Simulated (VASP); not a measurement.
# Al2Cu (I4/mcm) in VASP: notebook, part 2 of 2

VASP 6.6.1. The steps go on from the part before.

## (3) Relaxation of cell and atoms, PBE

This run uses another cell than the first one, of 14.96 Å³/atom, 1.004 times its volume.

Input file INCAR:

```
SYSTEM = Al2Cu
PREC = Accurate
ENCUT = 600
EDIFF = 1E-7
ISMEAR = 0
SIGMA = 0.1
LREAL = .FALSE.
LASPH = .TRUE.
NELM = 100
ALGO = Normal
ISIF = 3
LWAVE = .FALSE.
LCHARG = .FALSE.
GGA = PE
IBRION = 2
NSW = 70
EDIFFG = -0.02
```

Input file KPOINTS:

```
Automatic mesh
0
G
  10 10 10
  0 0 0
```

Input file POSCAR:

```
Al2Cu
1.0
   -3.0335000000      3.0335000000      2.4385000000
    3.0335000000     -3.0335000000      2.4385000000
    3.0335000000      3.0335000000     -2.4385000000
Al Cu
4 2
Direct
    0.1581000000      0.6581000000      0.8162000000
    0.6581000000      0.8419000000      0.5000000000
    0.8419000000      0.3419000000      0.1838000000
    0.3419000000      0.1581000000      0.5000000000
    0.7500000000      0.7500000000      0.0000000000
    0.2500000000      0.2500000000      0.0000000000
```

Potentials or basis: VASP PAW PBE potentials, release 64 (Al, Cu).

Command:

```sh
$ cat potpaw_PBE.64/Al/POTCAR potpaw_PBE.64/Cu/POTCAR > POTCAR
$ mpirun -np 1 vasp_std > vasp.out
```

OUTCAR:

```text
SYSTEM = Al2Cu
   PREC = Accurate
   ENCUT = 600
   EDIFF = 1E-7
   ISMEAR = 0
   LREAL = .FALSE.
   LASPH = .TRUE.
   NELM = 100
   ISIF = 3
   GGA = PE
   IBRION = 2
   NSW = 70
   EDIFFG = -0.02

 ion  position               nearest neighbor table
   1  0.158  0.658  0.816-   5 2.59   6 2.59   5 2.59   6 2.59   3 2.71   3 2.90   3 2.90   2 3.10
                             4 3.10   4 3.10   2 3.10   2 3.23   4 3.23   4 3.23   2 3.23
   2  0.658  0.842  0.500-   5 2.59   5 2.59   6 2.59   6 2.59   4 2.71   4 2.90   4 2.90   1 3.10
                             3 3.10   1 3.10   3 3.10   1 3.23   3 3.23   3 3.23   1 3.23
   3  0.842  0.342  0.184-   5 2.59   6 2.59   5 2.59   6 2.59   1 2.71   1 2.90   1 2.90   4 3.10
                             2 3.10   2 3.10   4 3.10   4 3.23   2 3.23   4 3.23   2 3.23
   4  0.342  0.158  0.500-   6 2.59   6 2.59   5 2.59   5 2.59   2 2.71   2 2.90   2 2.90   1 3.10
                             3 3.10   1 3.10   3 3.10   1 3.23   3 3.23   1 3.23   3 3.23
   5  0.750  0.750  0.000-   6 2.44   6 2.44   1 2.59   3 2.59   1 2.59   3 2.59   2 2.59   2 2.59
                             4 2.59   4 2.59
   6  0.250  0.250  0.000-   5 2.44   5 2.44   1 2.59   3 2.59   1 2.59   3 2.59   4 2.59   4 2.59
                             2 2.59   2 2.59

  LATTYP: Found a body centered tetragonal cell.
 ALAT       =     6.0670000000
 C/A-ratio  =     0.8038569309

  Lattice vectors:

 A1 = (  -3.0335000000,   3.0335000000,   2.4385000000)
 A2 = (   3.0335000000,  -3.0335000000,   2.4385000000)
 A3 = (   3.0335000000,   3.0335000000,  -2.4385000000)

Analysis of symmetry for initial positions (statically):
=====================================================================
 Subroutine PRICEL returns:
 Original cell was already a primitive cell.

 Routine SETGRP: Setting up the symmetry group for a
 body centered tetragonal supercell.

 Subroutine GETGRP returns: Found 16 space group operations
 (whereof  8 operations were pure point group operations)
 out of a pool of 16 trial point group operations.

The static configuration has the point symmetry C_4h.
 The point group associated with its full space group is D_4h.

Analysis of symmetry for dynamics (positions and initial velocities):
=====================================================================
 Subroutine PRICEL returns:
 Original cell was already a primitive cell.

 Routine SETGRP: Setting up the symmetry group for a
 body centered tetragonal supercell.

 Subroutine GETGRP returns: Found 16 space group operations
 (whereof  8 operations were pure point group operations)
 out of a pool of 16 trial point group operations.

The dynamic configuration has the point symmetry C_4h.
 The point group associated with its full space group is D_4h.

 Subroutine INISYM returns: Found 16 space group operations
 (whereof  8 operations are pure point group operations),
 and found     1 'primitive' translations

----------------------------------------------------------------------------------------

                                     Primitive cell

  volume of cell :      89.7575

  direct lattice vectors                    reciprocal lattice vectors
    -3.033500000  3.033500000  2.438500000     0.000000000  0.164826108  0.205044084
     3.033500000 -3.033500000  2.438500000     0.164826108  0.000000000  0.205044084
     3.033500000  3.033500000 -2.438500000     0.164826108  0.164826108  0.000000000

  length of vectors
[... 52 lines left out ...]
  0.500000 -0.000000  0.000000      4.000000
[... 16 lines left out ...]
  0.300000  0.300000  0.000000      8.000000
  0.400000  0.300000  0.000000     16.000000
 [... further k-points ...]
   k-points           NKPTS =    102   k-points in BZ     NKDIM =    102   number of bands    NBANDS=     21
   number of dos      NEDOS =    301   number of ions     NIONS =      6
   total plane-waves  NPLWV =  64000
   dimension x,y,z NGX =    40 NGY =   40 NGZ =   40
   dimension x,y,z NGXF=    80 NGYF=   80 NGZF=   80
   ions per type =               4   2
   NGX,Y,Z   is equivalent  to a cutoff of  13.48, 13.48, 13.48 a.u.
   NGXF,Y,Z  is equivalent  to a cutoff of  26.95, 26.95, 26.95 a.u.
 SYSTEM =  Al2Cu
   PREC   = accura    normal or accurate (medium, high low for compatibility)
   ISTART =      0    job   : 0-new  1-cont  2-samecut
   ICHARG =      2    charge: 1-file 2-atom 10-const
   ISPIN  =      1    spin polarized calculation?
   LNONCOLLINEAR =      F non collinear calculations
   LSORBIT =      F    spin-orbit coupling
   LASPH  =      T    aspherical Exc in radial PAW
   ENCUT  =  600.0 eV  44.10 Ry    6.64 a.u.   9.86  9.86  9.86*2*pi/ulx,y,z
   NELM   =    100;   NELMIN=  2; NELMDL= -5     # of ELM steps
   EDIFF  = 0.1E-06   stopping-criterion for ELM
   LREAL  =      F    real-space projection
   EDIFFG = -.2E-01   stopping-criterion for IOM
   NSW    =     70    number of steps for IOM
   IBRION =      2    ionic relax: 0-MD 1-quasi-New 2-CG
   NFREE  =      1    steps in history (QN), initial steepest desc. (CG)
   ISIF   =      3    stress and relaxation
   ISYM   =      2    0-nonsym 1-usesym 2-fastsym
   POTIM  = 0.5000    time-step for ionic-motion
   TEBEG  =    0.0;   TEEND  =   0.0 temperature during run
   PSTRESS=    0.0 pullay stress
   NELECT =      34.0000    total number of electrons
   NUPDOWN=      -1.0000    fix difference up-down
   EMIN   =  10.00;   EMAX   =-10.00  energy-range for DOS
   EFERMI =   0.00;   METHOD = LEGACY
   ISMEAR =     0;   SIGMA  =   0.10  broadening in eV -4-tet -1-fermi 0-gaus
   EFERMI_NEDOS =   21; number of points for ismear=-14 and -15
   IALGO  =     38    algorithm
   IMIX   =      4    mixing-type and parameters
     AMIX     =   0.40;   BMIX     =  1.00
     AMIX_MAG =   1.60;   BMIX_MAG =  1.00
  volume/ion in A,a.u.               =      14.96       100.95
  Fermi-wavevector in a.u.,A,eV,Ry     =   1.184525  2.238428 19.090326  1.403099
  Thomas-Fermi vector in A             =   2.320737
   LORBIT       =      0    0 simple, 1 ext, 2 COOP (PROOUT), +10 PAW based schemes
   GGA     = PE    functional components
   LHFCALC =     F    Hartree Fock is set to
   AEXX    =    0.0000 exact exchange contribution
   IVDW    =     0    specifies the selected vdW correction
   LEPSILON=     F    determine dielectric tensor
   LRPA    =     F    only Hartree local field effects (RPA)
 conjugate gradient relaxation of ions
 non-spin polarized calculation
 Gauss-broadening in eV      SIGMA  =   0.10
  energy-cutoff  :      600.00
  volume of cell :       89.76
 maximum number of plane-waves:      3020
   NGX = 19   NGY = 19   NGZ = 19

--------------------------------------- Ionic step        1  -------------------------------------------

 number of electron      33.9999978 magnetization

 Free energy of the ion-electron system (eV)
  ---------------------------------------------------
  ext. energy  EPLUGINS =         0.00000000
  ---------------------------------------------------
  free energy    TOTEN  =       -23.38922062 eV

  energy without entropy =      -23.37941053  energy(sigma->0) =      -23.38431557

------------------------ aborting loop because EDIFF is reached ----------------------------------------

  FORCE on cell =-STRESS in cart. coord.  units (eV):
  Direction    XX          YY          ZZ          XY          YZ          ZX
  --------------------------------------------------------------------------------------
  -------------------------------------------------------------------------------------
  Total       -0.2771512     -0.2771512     -0.0812774      0.0000000     -0.0000000      0.0000000
  in kB       -4.9471671     -4.9471671     -1.4508074      0.0000000     -0.0000000      0.0000000
  external PRESSURE =      -3.7817139 kB  Pullay stress =       0.0000000 kB
[... 147 lines left out ...]
--------------------------------------- Ionic step        5  -------------------------------------------

 number of electron      33.9999977 magnetization

 Free energy of the ion-electron system (eV)
  ---------------------------------------------------
  ext. energy  EPLUGINS =         0.00000000
  ---------------------------------------------------
  free energy    TOTEN  =       -23.38967554 eV

  energy without entropy =      -23.38016131  energy(sigma->0) =      -23.38491842

 E-fermi :   7.9331     XC(G=0): -10.8509

 val. band max:        7.9317441635   @ k =  -0.1000   0.3000   0.1000
 cond. band min:       7.9569824236   @ k =  -0.2000  -0.3000   0.2000
 fundamental gap:      0.0252382601
 Fermi energy:         7.9331233565

 k-point     1 :       0.0000    0.0000    0.0000
  band No.  band energies     occupation
      1      -2.7780      2.00000
      2       2.6680      2.00000
      3       2.8743      2.00000
      4       2.8743      2.00000
      5       2.9063      2.00000
      6       3.7821      2.00000
[... 565 lines left out ...]
     20      10.5609      0.00000
     21      11.3022      0.00000

 [... further k-points ...]
[... 5 lines left out ...]
  --------------------------------------------------------------------------------------
  -------------------------------------------------------------------------------------
  Total        0.0328720      0.0328720      0.0998911      0.0000000      0.0000000      0.0000000
  in kB        0.5881703      0.5881703      1.7873267      0.0000000      0.0000000      0.0000000
  external PRESSURE =       0.9878891 kB  Pullay stress =       0.0000000 kB
[... 21 lines left out ...]
  FREE ENERGIE OF THE ION-ELECTRON SYSTEM (eV)
  ---------------------------------------------------
  free  energy   TOTEN  =       -23.3896755369 eV

  energy  without entropy=      -23.3801613115  energy(sigma->0) =      -23.38491842

 reached required accuracy - stopping structural energy minimisation
```

Wall time 7 min (1 thread of Intel Xeon 6975P-C (Granite Rapids), shared host); peak memory 0.39 GiB.

What came out:

| Item | Value |
| --- | --- |
| Free energy | -23.3897 eV |
| Relaxed volume | 14.92 Å³/atom |
| Relaxed cell | a = 4.930 Å, b = 4.930 Å, c = 4.930 Å, α = 104.18°, β = 104.18°, γ = 120.66° |
| Space group after relaxing (to 0.05 Å) | I4/mcm (No. 140) |
| Energy gained by relaxing | 0.1 meV/atom |
| Ionic steps | 5 |
| Pressure after relaxing | 0.1 GPa |
| Largest force after relaxing | 0.018 eV/Å |
| Band gap on the k mesh | zero (band 17 reaches 10.49 eV, above the bottom of band 18 at 6.17 eV) |

Forces in eV/Å, atoms in the order of the input:
```
Al   0.013  0.013  0.000
Al  -0.013  0.013  0.000
Al  -0.013 -0.013  0.000
Al   0.013 -0.013  0.000
Cu   0.000  0.000  0.000
Cu   0.000  0.000  0.000
```

Stress tensor (GPa, compression positive):
```
0.06 0.00 0.00
0.00 0.06 0.00
0.00 0.00 0.18
```

The path:
```
step  energy change (eV)  largest force (eV/Å)  pressure (GPa)  volume (Å³)
   1              0.0000                0.0295           -0.38        89.76
   2              0.0000                0.0208            0.44        89.30
   3             -0.0002                0.0252            0.08        89.54
   4             -0.0002                0.0250            0.11        89.52
   5             -0.0005                0.0183            0.10        89.54
```

Final structure:
```xyz
6
Lattice="-3.0289 3.0289 2.4401 3.0289 -3.0289 2.4401 3.0289 3.0289 -2.4401" Properties=species:S:1:pos:R:3 pbc="T T T"
Al    3.9881    0.9592    0.0000
Al    2.0696    0.9592    2.4401
Al   -0.9592    2.0696    2.4401
Al    0.9592    2.0696    0.0000
Cu    0.0000    0.0000    3.6602
Cu    0.0000    0.0000    1.2201
```

Levels at points of the mesh, in eV from the Fermi level:
```
           k point  band 13  band 14  band 15  band 16  band 17  band 18  band 19  band 20  band 21
(0.00, 0.00, 0.00)    -2.88    -1.95    -1.31    -1.16    -1.16    -0.81    -0.37     0.07     1.43
(0.50, 0.00, 0.00)    -3.05    -3.05    -2.57    -2.57     0.25     0.25     4.05     4.05     4.32
(0.50, 0.50, 0.00)    -2.79    -2.77    -1.40    -1.27    -0.98    -0.66     0.79     1.27     4.65
(0.50, 0.50, 0.50)    -3.31    -3.19    -3.19    -1.80     2.56     2.98     2.98     3.34     4.01
```
